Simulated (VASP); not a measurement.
# Ru: single point with LDA

The system is Ru.

```
Ru
1.0
     2.67753    0.00000    0.00000
    -1.33877    2.31881    0.00000
     0.00000    0.00000    4.21813
Ru
2
Cartesian
  0.0000 1.5459 1.0545
  1.3388 0.7729 3.1636
```

```
Program             : VASP 6.6.1
Task                : single point
Functional          : LDA
Potentials or basis : VASP PAW LDA potentials, release 64 (Ru_pv)
Cutoff              : 520 eV
k mesh              : 13 × 13 × 8
Occupations         : gaussian, width 0.1 eV
Spin                : no spin polarisation
```

The pressure is 0.8 GPa and the band gap on the k mesh is zero (bands 14 and 15 overlap by 3.28 eV).

Stress tensor (GPa, compression positive):
```
0.94 0.00 0.00
0.00 0.94 0.00
0.00 0.00 0.50
```

Levels at points of the mesh, in eV from the Fermi level:
```tsv
k point	band 12	band 13	band 14	band 15	band 16	band 17
(0.00, 0.00, 0.00)	-2.09	-2.09	-1.56	-1.56	1.21	1.21
(0.00, 0.00, 0.50)	-3.01	-2.87	-2.87	0.54	0.54	0.54
```

Wall time 48 s on 1 thread of AMD EPYC 7R13, with other jobs on the host, peak memory 0.13 GiB.
